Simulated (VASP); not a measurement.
# Hf (R-3m) in VASP: notebook

Hf is run at these levels: PBEsol; tasks: electric field gradients.

All numbers are computed with VASP 6.6.1; they aren't measurements. Logs are shortened: lines on timing, memory, paths and dates and some standing lists are left out, and cuts for length are marked.

**1. The cell of the first run**

It takes space group R-3m (No. 166, trigonal). Conventional cell: a = 3.171 Å, b = 3.171 Å, c = 7.536 Å, α = 90.00°, β = 90.00°, γ = 120.00°. Hf (site symmetry -3m) has 12 Hf at 3.11 to 3.17 Å within 4.1 Å.

**2. Electric field gradients, PBEsol (equal xy, yz and zx shear strains of -2 %)**

The input, INCAR:

```
PREC = Accurate
ENCUT = 520
EDIFF = 1E-8
ISMEAR = -1
SIGMA = 0.03
LREAL = F
LASPH = T
NELM = 80
ALGO = Normal
ISIF = 2
LWAVE = F
LCHARG = F
GGA = PS
LEFG = T
NBANDS = 11
```

The input, KPOINTS:

```
Automatic mesh
0
Gamma
  16 16 16
```

The input, POSCAR:

```
Hf
1.0
   -0.0444000000      2.1978000000      2.1978000000
    2.1978000000     -0.0444000000      2.1978000000
    2.1978000000      2.1978000000     -0.0444000000
Hf
1
Direct
    0.0000000000      0.0000000000      0.0000000000
```

Potentials or basis: VASP PAW PBE potentials, release 64 (Hf_pv).

The run is started by

```bash
$ cat potpaw_PBE.64/Hf_pv/POTCAR > POTCAR
$ mpirun -np 1 vasp_std > vasp.out
```

OUTCAR:

```text
PREC = Accurate
   ENCUT = 520
   EDIFF = 1E-8
   ISMEAR = -1
   LREAL = F
   LASPH = T
   NELM = 80
   ISIF = 2
   GGA = PS

 ion  position               nearest neighbor table
   1  0.000  0.000  0.000-

  LATTYP: Found a trigonal (rhomboedric) cell.
 ALAT       =     3.1084756779
 COS(alpha) =     0.4797000918

  Lattice vectors:

 A1 = (  -0.0444000000,   2.1978000000,   2.1978000000)
 A2 = (   2.1978000000,  -0.0444000000,   2.1978000000)
 A3 = (   2.1978000000,   2.1978000000,  -0.0444000000)

Analysis of symmetry for initial positions (statically):
=====================================================================
 Subroutine PRICEL returns:
 Original cell was already a primitive cell.

 Routine SETGRP: Setting up the symmetry group for a
 trigonal (rhombohedral) supercell.

 Subroutine GETGRP returns: Found 12 space group operations
 (whereof 12 operations were pure point group operations)
 out of a pool of 12 trial point group operations.

The static configuration has the point symmetry D_3d.

Analysis of symmetry for dynamics (positions and initial velocities):
=====================================================================
 Subroutine PRICEL returns:
 Original cell was already a primitive cell.

 Routine SETGRP: Setting up the symmetry group for a
 trigonal (rhombohedral) supercell.

 Subroutine GETGRP returns: Found 12 space group operations
 (whereof 12 operations were pure point group operations)
 out of a pool of 12 trial point group operations.

The dynamic configuration has the point symmetry D_3d.

 Subroutine INISYM returns: Found 12 space group operations
 (whereof 12 operations are pure point group operations),
 and found     1 'primitive' translations

----------------------------------------------------------------------------------------

                                     Primitive cell

  volume of cell :      21.8755

  direct lattice vectors                    reciprocal lattice vectors
    -0.044400000  2.197800000  2.197800000    -0.220719811  0.225270734  0.225270734
     2.197800000 -0.044400000  2.197800000     0.225270734 -0.220719811  0.225270734
     2.197800000  2.197800000 -0.044400000     0.225270734  0.225270734 -0.220719811

  length of vectors
     3.108475678  3.108475678  3.108475678     0.387570693  0.387570693  0.387570693

  position of ions in fractional coordinates (direct lattice)
     0.000000000  0.000000000  0.000000000

  ion indices of the primitive-cell ions
   primitive index   ion index
                 1           1

----------------------------------------------------------------------------------------

 KPOINTS: Automatic mesh

Automatic generation of k-mesh.
 Grid dimensions read from file:
 generate k-points for:   16   16   16

 Generating k-lattice:

  Cartesian coordinates                     Fractional coordinates (reciprocal lattice)
    -0.013794988  0.014079421  0.014079421     0.062500000 -0.000000000 -0.000000000
     0.014079421 -0.013794988  0.014079421    -0.000000000  0.062500000 -0.000000000
     0.014079421  0.014079421 -0.013794988    -0.000000000 -0.000000000  0.062500000

  Length of vectors
     0.024223168  0.024223168  0.024223168

  Shift w.r.t. Gamma in fractional coordinates (k-lattice)
     0.000000000  0.000000000  0.000000000

 Subroutine IBZKPT returns following result:
 ===========================================

 Found    417 irreducible k-points:

 Following reciprocal coordinates:
            Coordinates               Weight
  0.000000  0.000000  0.000000      1.000000
  0.062500  0.000000  0.000000      6.000000
  0.125000  0.000000  0.000000      6.000000
  0.187500  0.000000  0.000000      6.000000
  0.250000  0.000000  0.000000      6.000000
  0.312500  0.000000 -0.000000      6.000000
[... 16 lines left out ...]
 -0.125000  0.062500 -0.000000     12.000000
 -0.062500  0.062500  0.000000      6.000000
 [... further k-points ...]
   k-points           NKPTS =    417   k-points in BZ     NKDIM =    417   number of bands    NBANDS=     11
   number of dos      NEDOS =    301   number of ions     NIONS =      1
   total plane-waves  NPLWV =  13824
   dimension x,y,z NGX =    24 NGY =   24 NGZ =   24
   dimension x,y,z NGXF=    48 NGYF=   48 NGZF=   48
   ions per type =               1
   NGX,Y,Z   is equivalent  to a cutoff of  12.84, 12.84, 12.84 a.u.
   NGXF,Y,Z  is equivalent  to a cutoff of  25.67, 25.67, 25.67 a.u.
 SYSTEM =  unknown system
   PREC   = accura    normal or accurate (medium, high low for compatibility)
   ISTART =      0    job   : 0-new  1-cont  2-samecut
   ICHARG =      2    charge: 1-file 2-atom 10-const
   ISPIN  =      1    spin polarized calculation?
   LNONCOLLINEAR =      F non collinear calculations
   LSORBIT =      F    spin-orbit coupling
   LASPH  =      T    aspherical Exc in radial PAW
   ENCUT  =  520.0 eV  38.22 Ry    6.18 a.u.   5.78  5.78  5.78*2*pi/ulx,y,z
   NELM   =     80;   NELMIN=  2; NELMDL= -5     # of ELM steps
   EDIFF  = 0.1E-07   stopping-criterion for ELM
   LREAL  =      F    real-space projection
   EDIFFG = 0.1E-06   stopping-criterion for IOM
   NSW    =      0    number of steps for IOM
   IBRION =     -1    ionic relax: 0-MD 1-quasi-New 2-CG
   NFREE  =      0    steps in history (QN), initial steepest desc. (CG)
   ISIF   =      2    stress and relaxation
   ISYM   =      2    0-nonsym 1-usesym 2-fastsym
   POTIM  = 0.5000    time-step for ionic-motion
   TEBEG  =    0.0;   TEEND  =   0.0 temperature during run
   PSTRESS=    0.0 pullay stress
   NELECT =      10.0000    total number of electrons
   NUPDOWN=      -1.0000    fix difference up-down
   EMIN   =  10.00;   EMAX   =-10.00  energy-range for DOS
   EFERMI =   0.00;   METHOD = LEGACY
   ISMEAR =    -1;   SIGMA  =   0.03  broadening in eV -4-tet -1-fermi 0-gaus
   EFERMI_NEDOS =   21; number of points for ismear=-14 and -15
   IALGO  =     38    algorithm
   IMIX   =      4    mixing-type and parameters
     AMIX     =   0.40;   BMIX     =  1.00
     AMIX_MAG =   1.60;   BMIX_MAG =  1.00
  volume/ion in A,a.u.               =      21.88       147.62
  Fermi-wavevector in a.u.,A,eV,Ry     =   1.261118  2.383167 21.638945  1.590418
  Thomas-Fermi vector in A             =   2.394593
   LORBIT       =      0    0 simple, 1 ext, 2 COOP (PROOUT), +10 PAW based schemes
   GGA     = PS    functional components
   LHFCALC =     F    Hartree Fock is set to
   AEXX    =    0.0000 exact exchange contribution
   IVDW    =     0    specifies the selected vdW correction
   LEPSILON=     F    determine dielectric tensor
   LRPA    =     F    only Hartree local field effects (RPA)
 non-spin polarized calculation
  energy-cutoff  :      520.00
  volume of cell :       21.88
 maximum number of plane-waves:       601
   NGX = 11   NGY = 11   NGZ = 11

 number of electron      10.0000000 magnetization

 Free energy of the ion-electron system (eV)
  ---------------------------------------------------
  ext. energy  EPLUGINS =         0.00000000
  ---------------------------------------------------
  free energy    TOTEN  =       -10.42708664 eV

  energy without entropy =      -10.42214801  energy(sigma->0) =      -10.42461733

 E-fermi :   4.7390     XC(G=0): -11.4954

 val. band max:        4.7367327798   @ k =  -0.3125   0.5000   0.2500
 cond. band min:       4.7445767049   @ k =  -0.3750   0.3125   0.3125
 fundamental gap:      0.0078439252
 Fermi energy:         4.7389572097

 k-point     1 :       0.0000    0.0000    0.0000
  band No.  band energies     occupation
      1     -25.1584      2.00000
      2     -25.1584      2.00000
      3     -25.1156      2.00000
      4      -2.5555      2.00000
      5       5.9636      0.00000
      6       5.9636      0.00000
      7       6.4618      0.00000
      8       9.0154      0.00000
      9       9.0154      0.00000
     10      16.1755      0.00000
     11      17.8621      0.00000

 k-point     2 :       0.0625    0.0000    0.0000
  band No.  band energies     occupation
      1     -25.1910      2.00000
      2     -25.1622      2.00000
      3     -25.1231      2.00000
      4      -2.4168      2.00000
      5       5.8520      0.00000
      6       6.0213      0.00000
      7       6.5067      0.00000
      8       8.9418      0.00000
      9       8.9490      0.00000
     10      16.4840      0.00000
     11      17.8613      0.00000
[... 295 lines left out ...]
 k-point    24 :      -0.0625    0.0625    0.0000
  band No.  band energies     occupation
      1     -25.2387      2.00000
      2     -25.1776      2.00000
      3     -25.1286      2.00000
      4      -2.1930      2.00000
      5       5.6300      0.00000
      6       6.1201      0.00000
      7       6.6190      0.00000
      8       8.6903      0.00000
      9       9.0230      0.00000
     10      16.9565      0.00000
     11      17.8596      0.00000

 [... further k-points ...]

------------------------ aborting loop because EDIFF is reached ----------------------------------------

  FORCE on cell =-STRESS in cart. coord.  units (eV):
  Direction    XX          YY          ZZ          XY          YZ          ZX
  --------------------------------------------------------------------------------------
  -------------------------------------------------------------------------------------
  Total       -0.2633784     -0.2633784     -0.2633784      0.1613120      0.1613120      0.1613120
  in kB      -19.2900375    -19.2900375    -19.2900375     11.8146107     11.8146107     11.8146107
  external PRESSURE =     -19.2900375 kB  Pullay stress =       0.0000000 kB

 VOLUME and BASIS-vectors are now :
 -----------------------------------------------------------------------------
  energy-cutoff  :      520.00
  volume of cell :       21.88
      direct lattice vectors                 reciprocal lattice vectors
    -0.044400000  2.197800000  2.197800000    -0.220719811  0.225270734  0.225270734
     2.197800000 -0.044400000  2.197800000     0.225270734 -0.220719811  0.225270734
     2.197800000  2.197800000 -0.044400000     0.225270734  0.225270734 -0.220719811

 POSITION                                       TOTAL-FORCE (eV/Angst)
 -----------------------------------------------------------------------------------
      0.00000      0.00000      0.00000         0.000000     -0.000000     -0.000000
 -----------------------------------------------------------------------------------
    total drift:                                0.000000     -0.000000     -0.000000

  FREE ENERGIE OF THE ION-ELECTRON SYSTEM (eV)
  ---------------------------------------------------
  free  energy   TOTEN  =       -10.4270866431 eV

  energy  without entropy=      -10.4221480145  energy(sigma->0) =      -10.42461733

 Electric field gradients (V/A^2)
---------------------------------------------------------------------
 ion       V_xx      V_yy      V_zz      V_xy      V_xz      V_yz
---------------------------------------------------------------------
   1      -0.000    -0.000     0.000    23.524    23.524    23.524
---------------------------------------------------------------------

 Electric field gradients after diagonalization (V/A^2)
 (convention: |V_zz| > |V_xx| > |V_yy|)
----------------------------------------------------------------------
 ion       V_xx      V_yy      V_zz     asymmetry (V_yy - V_xx)/ V_zz
----------------------------------------------------------------------
   1     -23.524   -23.524    47.048       0.000
----------------------------------------------------------------------

           NMR quadrupolar parameters

 Cq : quadrupolar parameter    Cq=e*Q*V_zz/h
 eta: asymmetry parameters     (V_yy - V_xx)/ V_zz
 Q  : nuclear electric quadrupole moment in mb (millibarn)
----------------------------------------------------------------------
 ion       Cq(MHz)       eta       Q (mb)
----------------------------------------------------------------------
   1       0.114       0.000       1.000
----------------------------------------------------------------------
```

Wall time 28 s (1 thread of Intel Xeon 6975P-C (Granite Rapids), shared host); peak memory 0.22 GiB.

What came out:

```yaml
Free_energy: -10.4271 eV
Pressure: -1.9 GPa
Band_gap_on_the_k_mesh: zero (band 5 reaches 6.05 eV, above the bottom of band 6 at 4.30 eV)
```

Levels at points of the mesh, in eV from the Fermi level:
```tsv
k point	band 3	band 4	band 5	band 6	band 7	band 8
(0.00, 0.00, 0.00)	-29.85	-7.29	1.22	1.22	1.72	4.28
(0.50, 0.00, 0.00)	-29.98	-3.74	0.60	0.95	1.45	6.25
(0.50, 0.50, 0.00)	-30.17	-3.35	-2.22	2.66	6.43	7.08
(0.50, 0.50, 0.50)	-30.03	-3.63	0.93	1.05	1.05	6.56
```

Electric field gradients, principal values (V/Å²):
```
atom    least   middle  greatest (by size)
1 Hf  -23.524  -23.524              47.048
```

Caveat: the cell differs from its parent crystal (equal xy, yz and zx shear strains of -2 %); without QUAD_EFG the Cq values of the log hold for a quadrupole moment of 1 mb, not for the nuclei; the PAW data sets were made with another functional, which shifts forces and pressure a little; spin-orbit coupling is left out, which moves the levels of the heavy elements.

**3. Electric field gradients, PBEsol (equal xy, yz and zx shear strains of -2 %)**

The input, INCAR:

```
SYSTEM = Hf
  PREC = Accurate
  ENCUT = 520
  EDIFF = 1E-8
  ISMEAR = -1
  SIGMA = 0.03
  LREAL = .False.
  LASPH = .True.
  NELM = 80
  ALGO = Normal
  ISIF = 2
  LWAVE = .False.
  LCHARG = .False.
  GGA = PS
  LEFG = .True.
  NBANDS = 11
```

The input, KPOINTS:

```
Automatic mesh
0
Gamma
  16 16 16
  0 0 0
```

POSCAR is that of step 2.

Potentials or basis: VASP PAW PBE potentials, release 64 (Hf_pv).

The run is started by

```bash
$ cat potpaw_PBE.64/Hf_pv/POTCAR > POTCAR
$ mpirun -np 1 vasp_std > vasp.out
```

OUTCAR:

```text
SYSTEM = Hf
   PREC = Accurate
   ENCUT = 520
   EDIFF = 1E-8
   ISMEAR = -1
   LREAL = .False.
   LASPH = .True.
   NELM = 80
   ISIF = 2
   GGA = PS

 ion  position               nearest neighbor table
   1  0.000  0.000  0.000-

  LATTYP: Found a trigonal (rhomboedric) cell.
 ALAT       =     3.1084756779
 COS(alpha) =     0.4797000918

  Lattice vectors:

 A1 = (  -0.0444000000,   2.1978000000,   2.1978000000)
 A2 = (   2.1978000000,  -0.0444000000,   2.1978000000)
 A3 = (   2.1978000000,   2.1978000000,  -0.0444000000)

Analysis of symmetry for initial positions (statically):
=====================================================================
 Subroutine PRICEL returns:
 Original cell was already a primitive cell.

 Routine SETGRP: Setting up the symmetry group for a
[... 518 lines left out ...]
  external PRESSURE =     -19.2900375 kB  Pullay stress =       0.0000000 kB

 VOLUME and BASIS-vectors are now :
 -----------------------------------------------------------------------------
  energy-cutoff  :      520.00
  volume of cell :       21.88
      direct lattice vectors                 reciprocal lattice vectors
    -0.044400000  2.197800000  2.197800000    -0.220719811  0.225270734  0.225270734
     2.197800000 -0.044400000  2.197800000     0.225270734 -0.220719811  0.225270734
     2.197800000  2.197800000 -0.044400000     0.225270734  0.225270734 -0.220719811

 POSITION                                       TOTAL-FORCE (eV/Angst)
 -----------------------------------------------------------------------------------
      0.00000      0.00000      0.00000         0.000000     -0.000000     -0.000000
 -----------------------------------------------------------------------------------
    total drift:                                0.000000     -0.000000     -0.000000

  FREE ENERGIE OF THE ION-ELECTRON SYSTEM (eV)
  ---------------------------------------------------
  free  energy   TOTEN  =       -10.4270866431 eV

  energy  without entropy=      -10.4221480145  energy(sigma->0) =      -10.42461733

 Electric field gradients (V/A^2)
---------------------------------------------------------------------
 ion       V_xx      V_yy      V_zz      V_xy      V_xz      V_yz
---------------------------------------------------------------------
   1      -0.000    -0.000     0.000    23.524    23.524    23.524
---------------------------------------------------------------------

 Electric field gradients after diagonalization (V/A^2)
 (convention: |V_zz| > |V_xx| > |V_yy|)
----------------------------------------------------------------------
 ion       V_xx      V_yy      V_zz     asymmetry (V_yy - V_xx)/ V_zz
----------------------------------------------------------------------
   1     -23.524   -23.524    47.048       0.000
----------------------------------------------------------------------

           NMR quadrupolar parameters

 Cq : quadrupolar parameter    Cq=e*Q*V_zz/h
 eta: asymmetry parameters     (V_yy - V_xx)/ V_zz
 Q  : nuclear electric quadrupole moment in mb (millibarn)
----------------------------------------------------------------------
 ion       Cq(MHz)       eta       Q (mb)
----------------------------------------------------------------------
   1       0.114       0.000       1.000
----------------------------------------------------------------------
```

Run time: 33 s. Hardware: 1 thread of Intel Xeon 6975P-C (Granite Rapids), shared host; peak memory 0.21 GiB.

Results:

```yaml
Free_energy: -10.4271 eV
Pressure: -1.9 GPa
Band_gap_on_the_k_mesh: zero (band 5 reaches 6.05 eV, above the bottom of band 6 at 4.30 eV)
```

Levels at points of the mesh, in eV from the Fermi level:
```
           k point  band 1  band 2  band 3  band 4  band 5  band 6  band 7  band 8  band 9  band 10
(0.00, 0.00, 0.00)  -29.90  -29.90  -29.85   -7.29    1.22    1.22    1.72    4.28    4.28    11.44
(0.50, 0.00, 0.00)  -30.76  -30.00  -29.98   -3.74    0.60    0.95    1.45    6.25    6.57     9.59
(0.50, 0.50, 0.00)  -30.71  -30.23  -30.17   -3.35   -2.22    2.66    6.43    7.08    7.16     9.81
(0.50, 0.50, 0.50)  -30.80  -30.03  -30.03   -3.63    0.93    1.05    1.05    6.56    6.56     9.91
```

Electric field gradients, principal values (V/Å²):
```csv
atom,least,middle,greatest (by size)
1 Hf,-23.524,-23.524,47.048
```

Caveat: the cell differs from its parent crystal (equal xy, yz and zx shear strains of -2 %); without QUAD_EFG the Cq values of the log hold for a quadrupole moment of 1 mb, not for the nuclei; the PAW data sets were made with another functional, which shifts forces and pressure a little; spin-orbit coupling is left out, which moves the levels of the heavy elements.

[end of part 1 of 3]
